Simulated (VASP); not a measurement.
# PbS (Cmcm) in VASP: further runs

The runs below take PbS through single point, relaxation of cell and atoms, relaxation of shape and atoms at fixed volume, with PBE.

Everything below comes from runs of VASP 6.6.1. Logs are shortened: lines on timing, memory, paths and dates and some standing lists are left out, and cuts for length are marked.

## 1. The cell of the first run

It takes space group Cmcm (No. 63, orthorhombic). The conventional cell has a = 4.193 Å, b = 12.236 Å, c = 4.296 Å, α = 90.00°, β = 90.00°, γ = 90.00°. Within 3.6 Å of Pb (site symmetry m2m) lie 5 S at 2.71 to 3.01 Å. Within 3.6 Å of S (site symmetry m2m) lie 5 Pb at 2.71 to 3.01 Å.

## 2. Single point, PBE

INCAR

```
PREC = Accurate ; ENCUT = 520
EDIFF = 1E-7 ; ISMEAR = 0
SIGMA = 0.02 ; LREAL = F
LASPH = T ; NELM = 100
ALGO = Normal ; ISIF = 2
LWAVE = F ; LCHARG = F
GGA = PE ; NBANDS = 28
```

KPOINTS

```
regular mesh
0
Gamma
  8 8 6
```

POSCAR

```
PbS
1.0
    2.0964196418     -6.1177576775      0.0000000000
    2.0964196418      6.1177576775      0.0000000000
    0.0000000000      0.0000000000      4.2959905860
Pb S
2 2
Direct
    0.8667035193      0.1332964807      0.7500000000
    0.1332964807      0.8667035193      0.2500000000
    0.6453915001      0.3546084999      0.7500000000
    0.3546084999      0.6453915001      0.2500000000
```

Potentials or basis: VASP PAW PBE potentials, release 64 (Pb_d, S).

Run with:

```sh
> cat potpaw_PBE.64/Pb_d/POTCAR potpaw_PBE.64/S/POTCAR > POTCAR
> mpirun -np 1 vasp_std > vasp.out
```

OUTCAR:

```text
PREC = Accurate
   ENCUT = 520
   EDIFF = 1E-7
   ISMEAR = 0
   LREAL = F
   LASPH = T
   NELM = 100
   ISIF = 2
   GGA = PE

 ion  position               nearest neighbor table
   1  0.867  0.133  0.750-   3 2.71   4 3.01   4 3.01   4 3.01   4 3.01   2 3.91   2 3.91
   2  0.133  0.867  0.250-   4 2.71   3 3.01   3 3.01   3 3.01   3 3.01   1 3.91   1 3.91
   3  0.645  0.355  0.750-   1 2.71   2 3.01   2 3.01   2 3.01   2 3.01
   4  0.355  0.645  0.250-   2 2.71   1 3.01   1 3.01   1 3.01   1 3.01

  LATTYP: Found a base centered orthorhombic cell.
 ALAT       =     4.1928392836
 B/A-ratio  =     2.9181932641
 C/A-ratio  =     1.0246017783

  Lattice vectors:

 A1 = (   2.0964196418,  -6.1177576775,   0.0000000000)
 A2 = (   2.0964196418,   6.1177576775,   0.0000000000)
 A3 = (   0.0000000000,   0.0000000000,   4.2959905860)

Analysis of symmetry for initial positions (statically):
=====================================================================
 Subroutine PRICEL returns:
 Original cell was already a primitive cell.

 Routine SETGRP: Setting up the symmetry group for a
 base centered orthorhombic supercell.

 Subroutine GETGRP returns: Found  8 space group operations
 (whereof  4 operations were pure point group operations)
 out of a pool of  8 trial point group operations.

The static configuration has the point symmetry C_2h.
 The point group associated with its full space group is D_2h.

Analysis of symmetry for dynamics (positions and initial velocities):
=====================================================================
 Subroutine PRICEL returns:
 Original cell was already a primitive cell.

 Routine SETGRP: Setting up the symmetry group for a
 base centered orthorhombic supercell.

 Subroutine GETGRP returns: Found  8 space group operations
 (whereof  4 operations were pure point group operations)
 out of a pool of  8 trial point group operations.

The dynamic configuration has the point symmetry C_2h.
 The point group associated with its full space group is D_2h.

 Subroutine INISYM returns: Found  8 space group operations
 (whereof  4 operations are pure point group operations),
 and found     1 'primitive' translations

----------------------------------------------------------------------------------------
[... 87 lines left out ...]
 SYSTEM =  unknown system
   PREC   = accura    normal or accurate (medium, high low for compatibility)
   ISTART =      0    job   : 0-new  1-cont  2-samecut
   ICHARG =      2    charge: 1-file 2-atom 10-const
   ISPIN  =      1    spin polarized calculation?
   LNONCOLLINEAR =      F non collinear calculations
   LSORBIT =      F    spin-orbit coupling
   LASPH  =      T    aspherical Exc in radial PAW
   ENCUT  =  520.0 eV  38.22 Ry    6.18 a.u.  12.02 12.02  7.99*2*pi/ulx,y,z
   NELM   =    100;   NELMIN=  2; NELMDL= -5     # of ELM steps
   EDIFF  = 0.1E-06   stopping-criterion for ELM
   LREAL  =      F    real-space projection
   EDIFFG = 0.1E-05   stopping-criterion for IOM
   NSW    =      0    number of steps for IOM
   IBRION =     -1    ionic relax: 0-MD 1-quasi-New 2-CG
   NFREE  =      0    steps in history (QN), initial steepest desc. (CG)
   ISIF   =      2    stress and relaxation
   ISYM   =      2    0-nonsym 1-usesym 2-fastsym
   POTIM  = 0.5000    time-step for ionic-motion
   TEBEG  =    0.0;   TEEND  =   0.0 temperature during run
   PSTRESS=    0.0 pullay stress
   NELECT =      40.0000    total number of electrons
   NUPDOWN=      -1.0000    fix difference up-down
   EMIN   =  10.00;   EMAX   =-10.00  energy-range for DOS
   EFERMI =   0.00;   METHOD = LEGACY
   ISMEAR =     0;   SIGMA  =   0.02  broadening in eV -4-tet -1-fermi 0-gaus
   EFERMI_NEDOS =   21; number of points for ismear=-14 and -15
   IALGO  =     38    algorithm
   IMIX   =      4    mixing-type and parameters
     AMIX     =   0.40;   BMIX     =  1.00
     AMIX_MAG =   1.60;   BMIX_MAG =  1.00
  volume/ion in A,a.u.               =      27.55       185.91
  Fermi-wavevector in a.u.,A,eV,Ry     =   1.167814  2.206848 18.555473  1.363789
  Thomas-Fermi vector in A             =   2.304309
   LORBIT       =      0    0 simple, 1 ext, 2 COOP (PROOUT), +10 PAW based schemes
   GGA     = PE    functional components
   LHFCALC =     F    Hartree Fock is set to
   AEXX    =    0.0000 exact exchange contribution
   IVDW    =     0    specifies the selected vdW correction
   LEPSILON=     F    determine dielectric tensor
   LRPA    =     F    only Hartree local field effects (RPA)
 non-spin polarized calculation
 Gauss-broadening in eV      SIGMA  =   0.02
  energy-cutoff  :      520.00
  volume of cell :      110.20
 maximum number of plane-waves:      2998
   NGX = 23   NGY = 23   NGZ = 15

 number of electron      40.0000002 magnetization

 Free energy of the ion-electron system (eV)
  ---------------------------------------------------
  ext. energy  EPLUGINS =         0.00000000
  ---------------------------------------------------
  free energy    TOTEN  =       -17.38657676 eV

  energy without entropy =      -17.38657676  energy(sigma->0) =      -17.38657676

 E-fermi :   4.6260     XC(G=0):  -9.4109

 val. band max:        4.5202348066   @ k =   0.5000   0.5000   0.3333
 cond. band min:       5.8100639753   @ k =   0.5000   0.5000   0.0000
 fundamental gap:      1.2898291688
 Fermi energy:         4.6259775202

 k-point     1 :       0.0000    0.0000    0.0000
  band No.  band energies     occupation
      1     -11.7780      2.00000
      2     -11.6899      2.00000
      3     -11.6895      2.00000
      4     -11.6764      2.00000
      5     -11.6540      2.00000
      6     -11.6488      2.00000
[... 733 lines left out ...]
     27      11.9424      0.00000
     28      12.4786      0.00000

 [... further k-points ...]
[... 5 lines left out ...]
  --------------------------------------------------------------------------------------
  -------------------------------------------------------------------------------------
  Total       -0.0389719     -0.0437101     -0.0444144      0.0000000     -0.0000000      0.0000000
  in kB       -0.5666282     -0.6355197     -0.6457592      0.0000000     -0.0000000      0.0000000
  external PRESSURE =      -0.6159690 kB  Pullay stress =       0.0000000 kB

 VOLUME and BASIS-vectors are now :
 -----------------------------------------------------------------------------
  energy-cutoff  :      520.00
  volume of cell :      110.20
      direct lattice vectors                 reciprocal lattice vectors
     2.096419642 -6.117757678  0.000000000     0.238501868 -0.081729291  0.000000000
     2.096419642  6.117757678  0.000000000     0.238501868  0.081729291  0.000000000
     0.000000000  0.000000000  4.295990586     0.000000000  0.000000000  0.232775184

 POSITION                                       TOTAL-FORCE (eV/Angst)
 -----------------------------------------------------------------------------------
      2.09642     -4.48681      3.22199         0.000000      0.005302      0.000000
      2.09642      4.48681      1.07400         0.000000     -0.005302      0.000000
      2.09642     -1.77894      3.22199         0.000000      0.001050     -0.000000
      2.09642      1.77894      1.07400         0.000000     -0.001050      0.000000
 -----------------------------------------------------------------------------------
    total drift:                                0.000000      0.000000      0.000000

  FREE ENERGIE OF THE ION-ELECTRON SYSTEM (eV)
  ---------------------------------------------------
  free  energy   TOTEN  =       -17.3865767574 eV

  energy  without entropy=      -17.3865767574  energy(sigma->0) =      -17.38657676
```

It took 3.6 min on 1 thread of Intel Xeon Platinum 8488C (Sapphire Rapids), shared host; peak memory 0.38 GiB.

Results:

- Free energy: -17.3866 eV
- Pressure: -0.1 GPa
- Largest force: 0.005 eV/Å
- Band gap on the k mesh: 1.29 eV, indirect (least direct gap 1.50 eV)

Forces in eV/Å, atoms in the order of the input:
```
Pb   0.000  0.005  0.000
Pb   0.000 -0.005  0.000
S    0.000  0.001  0.000
S    0.000 -0.001  0.000
```

Caveat: spin-orbit coupling is left out, which moves the levels of the heavy elements.

## 3. Relaxation of cell and atoms, PBE

This run uses another cell than the first one, of 27.42 Å³/atom, 0.995 times its volume.

INCAR

```
PREC = Accurate ; ENCUT = 600
EDIFF = 1E-6 ; ISMEAR = 0
SIGMA = 0.02 ; LREAL = F
LASPH = T ; NELM = 100
ALGO = Normal ; ISIF = 3
LWAVE = F ; LCHARG = F
GGA = PE ; IBRION = 2
NSW = 100 ; EDIFFG = -0.005
```

KPOINTS

```
Automatic mesh
0
Gamma
  8 8 6
```

POSCAR

```
PbS
1.0
    2.0909921722     -6.0561769989      0.0000000000
    2.0909921722      6.0561769989      0.0000000000
    0.0000000000      0.0000000000      4.3307690911
Pb S
2 2
Direct
    0.8665043886      0.1334956114      0.7500000000
    0.1334956114      0.8665043886      0.2500000000
    0.6435251135      0.3564748865      0.7500000000
    0.3564748865      0.6435251135      0.2500000000
```

Potentials or basis: VASP PAW PBE potentials, release 64 (Pb_d, S).

Run with:

```sh
> cat potpaw_PBE.64/Pb_d/POTCAR potpaw_PBE.64/S/POTCAR > POTCAR
> mpirun -np 1 vasp_std > vasp.out
```

Run time: 38 min. Hardware: 1 thread of Intel Xeon Platinum 8488C (Sapphire Rapids), shared host; peak memory 0.47 GiB.

Results (log left out):

```
Free energy                            : -17.3870 eV
Relaxed volume                         : 27.51 Å³/atom
Relaxed cell                           : a = 6.458 Å, b = 6.458 Å, c = 4.298 Å, α = 90.00°, β = 90.00°, γ = 142.12°
Space group after relaxing (to 0.05 Å) : Cmcm (No. 63)
Energy gained by relaxing              : 0.5 meV/atom
Ionic steps                            : 20
Pressure after relaxing                : 0.0 GPa
Band gap on the k mesh                 : 1.30 eV, indirect (least direct gap 1.49 eV)
```

The path:
```tsv
step	energy change (eV)	largest force (eV/Å)	pressure (GPa)	volume (Å³)
1	0.0000	0.0441	-0.01	109.68
2	-0.0011	0.0273	-0.03	109.64
3	-0.0011	0.0383	-0.03	109.63
4	-0.0014	0.0307	0.03	109.54
5	-0.0015	0.0164	0.14	109.38
6	-0.0016	0.0165	0.10	109.51
7	-0.0017	0.0166	0.01	109.76
8	-0.0017	0.0166	0.01	109.73
9	-0.0018	0.0161	0.01	109.78
10	-0.0019	0.0150	-0.03	109.93
11	-0.0019	0.0215	-0.11	110.22
12	-0.0019	0.0140	-0.07	110.04
13	-0.0020	0.0053	-0.01	109.95
14	-0.0020	0.0029	0.02	109.92
15	-0.0020	0.0048	0.03	109.93
16	-0.0020	0.0049	0.02	109.94
17	-0.0020	0.0072	0.02	109.94
18	-0.0020	0.0025	0.02	109.96
19	-0.0020	0.0033	0.02	109.99
20	-0.0020	0.0018	0.00	110.05
```

Final structure:
```
Pb S
1.0
     2.09587   -6.10803    0.00000
     2.09587    6.10803    0.00000
     0.00000    0.00000    4.29826
Pb S
2 2
Cartesian
  2.0959 -4.4799 3.2237
  2.0959 4.4799 1.0746
  2.0959 -1.7720 3.2237
  2.0959 1.7720 1.0746
```

Levels at points of the mesh, in eV from the valence-band top:
| k point | band 16 | band 17 | band 18 | band 19 | band 20 | band 21 | band 22 | band 23 | band 24 |
| --- | --- | --- | --- | --- | --- | --- | --- | --- | --- |
| (0.00, 0.00, 0.00) | -2.73 | -2.25 | -1.52 | -1.36 | -0.40 | 4.67 | 4.83 | 4.98 | 5.67 |
| (0.50, 0.00, 0.00) | -1.86 | -1.20 | -1.05 | -0.26 | -0.24 | 1.82 | 1.96 | 2.40 | 2.93 |
| (0.50, 0.50, 0.00) | -2.46 | -1.91 | -1.70 | -1.22 | -0.43 | 1.30 | 4.62 | 4.96 | 5.00 |
| (0.00, 0.00, 0.50) | -2.50 | -1.00 | -1.00 | -0.03 | -0.03 | 1.89 | 1.89 | 2.87 | 2.87 |
| (0.50, 0.00, 0.50) | -4.09 | -2.91 | -2.91 | -1.35 | -1.35 | 3.51 | 3.51 | 5.33 | 5.33 |
| (0.50, 0.50, 0.50) | -1.16 | -1.08 | -1.08 | -0.33 | -0.33 | 1.70 | 1.70 | 3.23 | 3.23 |

Caveat: spin-orbit coupling is left out, which moves the levels of the heavy elements. A k mesh can miss the band edges.

## 4. Single point, PBE

This run uses another cell than the first one, of 22.99 Å³/atom, 0.835 times its volume.

INCAR

```
  PREC = Accurate
  ENCUT = 520
  EDIFF = 1E-6
  ISMEAR = 0
  SIGMA = 0.1
  LREAL = False
  LASPH = True
  NELM = 100
  ALGO = Normal
  ISIF = 2
  LWAVE = False
  LCHARG = False
  GGA = PE
  NBANDS = 28
```

KPOINTS

```
Automatic mesh
0
Gamma
  6 6 4
```

POSCAR

```
PbS
1.0
    1.9900000000     -5.5550000000      0.0000000000
    1.9900000000      5.5550000000      0.0000000000
    0.0000000000      0.0000000000      4.1600000000
Pb S
2 2
Direct
    0.8694366500      0.1305633500      0.7500000000
    0.1305633500      0.8694366500      0.2500000000
    0.6452029100      0.3547970900      0.7500000000
    0.3547970900      0.6452029100      0.2500000000
```

Run with:

```sh
> cat potpaw_PBE.64/Pb_d/POTCAR potpaw_PBE.64/S/POTCAR > POTCAR
> mpirun -np 1 vasp_std > vasp.out
```

Wall time 85 s (1 thread of Intel Xeon Platinum 8488C (Sapphire Rapids), shared host); peak memory 0.29 GiB.

Results (log left out):

| Property | Result |
| --- | --- |
| Free energy | -16.7774 eV |
| Pressure | 12.3 GPa |
| Largest force | 1.590 eV/Å |
| Band gap on the k mesh | 1.42 eV, indirect (least direct gap 1.61 eV) |

Forces on the atoms (eV/Å):
```
Pb   0.000 -1.590  0.000
Pb   0.000  1.590  0.000
S    0.000  1.354  0.000
S    0.000 -1.354  0.000
```

Stress tensor (GPa, compression positive):
```
10.02  0.00  0.00
 0.00 17.56  0.00
 0.00  0.00  9.41
```

Levels at points of the mesh, in eV from the valence-band top:
```tsv
k point	band 17	band 18	band 19	band 20	band 21	band 22	band 23	band 24
(0.00, 0.00, 0.00)	-2.86	-1.93	-1.77	-0.60	4.47	5.07	5.32	6.17
(0.50, 0.00, 0.00)	-1.77	-1.55	-0.53	-0.28	1.87	1.93	2.12	3.24
(0.50, 0.50, 0.00)	-2.31	-1.70	-1.49	-0.37	1.42	4.48	4.55	5.35
(0.00, 0.00, 0.50)	-1.39	-1.39	0.00	0.00	1.93	1.93	2.83	2.83
(0.50, 0.00, 0.50)	-3.67	-3.67	-1.55	-1.55	3.83	3.83	5.62	5.62
(0.50, 0.50, 0.50)	-1.36	-1.36	-0.49	-0.49	2.35	2.35	3.51	3.51
```

Caveat: spin-orbit coupling is left out, which moves the levels of the heavy elements; forces of over 1 eV/Å act on the atoms, so gaps and moduli don't describe the material at rest.

(Continued in part 2 of 2.)
